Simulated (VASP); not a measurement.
# AlN (AlN (P6_3mc)) (P6_3mc) in VASP: single point with PBE

Aim: the single point of AlN (AlN (P6_3mc)) with PBE.

All numbers are computed with VASP 6.6.1; they aren't measurements. Logs are shortened: lines on timing, memory, paths and dates and some standing lists are left out, and cuts for length are marked.

### 1 The cell of the first run

It takes space group P6_3mc (No. 186, hexagonal). Conventional cell: a = 3.130 Å, b = 3.130 Å, c = 5.017 Å, α = 90.00°, β = 90.00°, γ = 120.00°. Within 2.5 Å of Al (site symmetry 3m) lie 4 N at 1.90 to 1.91 Å. Within 2.5 Å of N (site symmetry 3m) lie 4 Al at 1.90 to 1.91 Å.

### 2 Single point, PBE

File INCAR:

```
PREC = Accurate
ENCUT = 520
EDIFF = 1E-7
ISMEAR = 0
SIGMA = 0.01
LREAL = Auto
LASPH = T
NELM = 60
ALGO = Normal
ISIF = 2
LWAVE = F
LCHARG = F
GGA = PE
NBANDS = 46
```

File KPOINTS:

```
regular mesh
0
Gamma
  2 2 3
```

File POSCAR:

```
AlN
1.0
    6.2595139150      0.0000000574      0.0000000000
   -3.1297570072      5.4208980363      0.0000000000
    0.0000000000      0.0000000000      5.0174032967
Al N
8 8
Direct
    0.3333333333      0.1666666667      0.4992353700
    0.1666666667      0.3333333333      0.9992353700
    0.3333333333      0.6666666667      0.4992353700
    0.1666666667      0.8333333333      0.9992353700
    0.8333333333      0.1666666667      0.4992353700
    0.6666666667      0.3333333333      0.9992353700
    0.8333333333      0.6666666667      0.4992353700
    0.6666666667      0.8333333333      0.9992353700
    0.3333333333      0.1666666667      0.8807646300
    0.1666666667      0.3333333333      0.3807646300
    0.3333333333      0.6666666667      0.8807646300
    0.1666666667      0.8333333333      0.3807646300
    0.8333333333      0.1666666667      0.8807646300
    0.6666666667      0.3333333333      0.3807646300
    0.8333333333      0.6666666667      0.8807646300
    0.6666666667      0.8333333333      0.3807646300
```

Potentials or basis: VASP PAW PBE potentials, release 64 (Al, N).

Command:

```console
> cat potpaw_PBE.64/Al/POTCAR potpaw_PBE.64/N/POTCAR > POTCAR
> mpirun -np 1 vasp_std > vasp.out
```

OUTCAR:

```text
PREC = Accurate
   ENCUT = 520
   EDIFF = 1E-7
   ISMEAR = 0
   LREAL = Auto
   LASPH = T
   NELM = 60
   ISIF = 2
   GGA = PE

 ion  position               nearest neighbor table
   1  0.333  0.167  0.499-  10 1.90  12 1.90  14 1.90   9 1.91   2 3.09   2 3.09   4 3.09   4 3.09
                             6 3.09   6 3.09   3 3.13   3 3.13   7 3.13   7 3.13   5 3.13   5 3.13
   2  0.167  0.333  0.999-   9 1.90  11 1.90  13 1.90  10 1.91   1 3.09   1 3.09   3 3.09   3 3.09
                             5 3.09   5 3.09   4 3.13   4 3.13   8 3.13   8 3.13   6 3.13   6 3.13
   3  0.333  0.667  0.499-  12 1.90  10 1.90  16 1.90  11 1.91   4 3.09   4 3.09   2 3.09   2 3.09
                             8 3.09   8 3.09   1 3.13   1 3.13   5 3.13   5 3.13   7 3.13   7 3.13
   4  0.167  0.833  0.999-  11 1.90   9 1.90  15 1.90  12 1.91   3 3.09   3 3.09   1 3.09   1 3.09
                             7 3.09   7 3.09   2 3.13   2 3.13   6 3.13   6 3.13   8 3.13   8 3.13
   5  0.833  0.167  0.499-  14 1.90  16 1.90  10 1.90  13 1.91   6 3.09   6 3.09   8 3.09   8 3.09
                             2 3.09   2 3.09   7 3.13   7 3.13   3 3.13   3 3.13   1 3.13   1 3.13
   6  0.667  0.333  0.999-  13 1.90  15 1.90   9 1.90  14 1.91   5 3.09   5 3.09   7 3.09   7 3.09
                             1 3.09   1 3.09   8 3.13   8 3.13   4 3.13   4 3.13   2 3.13   2 3.13
   7  0.833  0.667  0.499-  16 1.90  14 1.90  12 1.90  15 1.91   8 3.09   8 3.09   6 3.09   6 3.09
                             4 3.09   4 3.09   5 3.13   5 3.13   1 3.13   1 3.13   3 3.13   3 3.13
   8  0.667  0.833  0.999-  15 1.90  13 1.90  11 1.90  16 1.91   7 3.09   7 3.09   5 3.09   5 3.09
                             3 3.09   3 3.09   6 3.13   6 3.13   2 3.13   2 3.13   4 3.13   4 3.13
   9  0.333  0.167  0.881-   2 1.90   4 1.90   6 1.90   1 1.91
[... 14 lines left out ...]
 A1 = (   6.2595139150,   0.0000000574,   0.0000000000)
 A2 = (  -3.1297570072,   5.4208980363,   0.0000000000)
 A3 = (   0.0000000000,   0.0000000000,   5.0174032967)

Analysis of symmetry for initial positions (statically):
=====================================================================
 Subroutine PRICEL returns following result:

  LATTYP: Found a hexagonal cell.
 ALAT       =     3.1297569575
 C/A-ratio  =     1.6031287301

  Lattice vectors:

 A1 = (   3.1297569575,   0.0000000287,   0.0000000000)
 A2 = (  -1.5648785036,   2.7104490181,   0.0000000000)
 A3 = (   0.0000000000,   0.0000000000,   5.0174032967)

   4 primitive cells build up your supercell.

 Routine SETGRP: Setting up the symmetry group for a
 hexagonal supercell.

 Subroutine GETGRP returns: Found 12 space group operations
 (whereof  6 operations were pure point group operations)
 out of a pool of 24 trial point group operations.

The static configuration has the point symmetry C_3v.
[... 119 lines left out ...]
   PSTRESS=    0.0 pullay stress
   NELECT =      64.0000    total number of electrons
   NUPDOWN=      -1.0000    fix difference up-down
   EMIN   =  10.00;   EMAX   =-10.00  energy-range for DOS
   EFERMI =   0.00;   METHOD = LEGACY
   ISMEAR =     0;   SIGMA  =   0.01  broadening in eV -4-tet -1-fermi 0-gaus
   EFERMI_NEDOS =   21; number of points for ismear=-14 and -15
   IALGO  =     38    algorithm
   IMIX   =      4    mixing-type and parameters
     AMIX     =   0.40;   BMIX     =  1.00
     AMIX_MAG =   1.60;   BMIX_MAG =  1.00
  volume/ion in A,a.u.               =      10.64        71.81
  Fermi-wavevector in a.u.,A,eV,Ry     =   1.181511  2.232733 18.993310  1.395969
  Thomas-Fermi vector in A             =   2.317783
   LORBIT       =      0    0 simple, 1 ext, 2 COOP (PROOUT), +10 PAW based schemes
   GGA     = PE    functional components
   LHFCALC =     F    Hartree Fock is set to
   AEXX    =    0.0000 exact exchange contribution
   IVDW    =     0    specifies the selected vdW correction
   LEPSILON=     F    determine dielectric tensor
   LRPA    =     F    only Hartree local field effects (RPA)
 non-spin polarized calculation
 Gauss-broadening in eV      SIGMA  =   0.01
  energy-cutoff  :      520.00
  volume of cell :      170.25
 maximum number of plane-waves:      4626
 NGX is ok and might be reduce to    48
   NGX = 23   NGY = 23   NGZ = 19

 number of electron      63.9999991 magnetization

 Free energy of the ion-electron system (eV)
  ---------------------------------------------------
  ext. energy  EPLUGINS =         0.00000000
  ---------------------------------------------------
  free energy    TOTEN  =      -118.99133909 eV

  energy without entropy =     -118.99133909  energy(sigma->0) =     -118.99133909

 E-fermi :   6.0369     XC(G=0): -10.8253

 val. band max:        5.9818213208   @ k =   0.0000   0.0000   0.0000
 cond. band min:      10.0241801623   @ k =   0.0000   0.0000   0.0000
 fundamental gap:      4.0423588415
 Fermi energy:         6.0368755820

 k-point     1 :       0.0000    0.0000    0.0000
  band No.  band energies     occupation
      1      -9.0909      2.00000
      2      -7.1738      2.00000
      3      -7.1738      2.00000
      4      -7.1738      2.00000
      5      -7.0042      2.00000
      6      -6.4974      2.00000
[... 177 lines left out ...]
     43      14.7088      0.00000
     44      14.7088      0.00000
 [bands above 44 left out]

------------------------ aborting loop because EDIFF is reached ----------------------------------------

  FORCE on cell =-STRESS in cart. coord.  units (eV):
  Direction    XX          YY          ZZ          XY          YZ          ZX
  --------------------------------------------------------------------------------------
  -------------------------------------------------------------------------------------
  Total       -0.1022511     -0.1022511     -0.4313035     -0.0000000      0.0000000      0.0000000
  in kB       -0.9622496     -0.9622496     -4.0588474     -0.0000000      0.0000000      0.0000000
  external PRESSURE =      -1.9944488 kB  Pullay stress =       0.0000000 kB

 VOLUME and BASIS-vectors are now :
 -----------------------------------------------------------------------------
  energy-cutoff  :      520.00
  volume of cell :      170.25
      direct lattice vectors                 reciprocal lattice vectors
     6.259513915  0.000000057  0.000000000     0.159756813  0.092235641  0.000000000
    -3.129757007  5.420898036  0.000000000    -0.000000002  0.184471279  0.000000000
     0.000000000  0.000000000  5.017403297     0.000000000  0.000000000  0.199306283

 POSITION                                       TOTAL-FORCE (eV/Angst)
 -----------------------------------------------------------------------------------
      1.56488      0.90348      2.50487         0.000000      0.000000     -0.012297
     -0.00000      1.80697      5.01357         0.000000      0.000000     -0.012297
     -0.00000      3.61393      2.50487         0.000000      0.000000     -0.012297
     -1.56488      4.51742      5.01357        -0.000000      0.000000     -0.012297
      4.69464      0.90348      2.50487         0.000000      0.000000     -0.012297
      3.12976      1.80697      5.01357        -0.000000      0.000000     -0.012297
[... 8 lines left out ...]
      3.12976      3.61393      4.41915        -0.000000      0.000000      0.012297
      1.56488      4.51742      1.91045         0.000000     -0.000000      0.012297
 -----------------------------------------------------------------------------------
    total drift:                               -0.000000     -0.000000      0.036065

  FREE ENERGIE OF THE ION-ELECTRON SYSTEM (eV)
  ---------------------------------------------------
  free  energy   TOTEN  =      -118.9913390921 eV

  energy  without entropy=     -118.9913390921  energy(sigma->0) =     -118.99133909
```

stdout:

```text
POSCAR found type information on POSCAR AlN
 POSCAR found :  2 types and      16 ions
 scaLAPACK will be used
 LDA part: xc-table for (Slater+PW92), standard interpolation
 POSCAR, INCAR and KPOINTS ok, starting setup
 FFT: planning ... GRIDC
 FFT: planning ... GRID_SOFT
 FFT: planning ... GRID
 WAVECAR not read
 entering main loop
```

Wall time 61 s (1 thread of Intel Xeon Platinum 8259CL at 2.50GHz (Skylake/Cascade Lake), shared host); peak memory 0.29 GiB.

What came out:

```
Free energy            : -118.9913 eV
Pressure               : -0.2 GPa
Largest force          : 0.012 eV/Å
Band gap on the k mesh : 4.04 eV
```

Forces on the atoms (eV/Å):
```
Al   0.000  0.000 -0.012
Al   0.000  0.000 -0.012
Al   0.000  0.000 -0.012
Al   0.000  0.000 -0.012
Al   0.000  0.000 -0.012
Al   0.000  0.000 -0.012
Al   0.000  0.000 -0.012
Al   0.000  0.000 -0.012
N    0.000  0.000  0.012
N    0.000  0.000  0.012
N    0.000  0.000  0.012
N    0.000  0.000  0.012
N    0.000  0.000  0.012
N    0.000  0.000  0.012
N    0.000  0.000  0.012
N    0.000  0.000  0.012
```

Levels at points of the mesh, in eV from the valence-band top:
```csv
k point,band 30,band 31,band 32,band 33,band 34,band 35
"(0.00, 0.00, 0.00)",-0.20,-0.20,0.00,4.04,5.75,5.75
"(0.50, 0.00, 0.00)",-0.43,-0.41,-0.41,5.70,5.70,6.05
```

Caveat: the k points lie up to 0.58 Å⁻¹ apart.
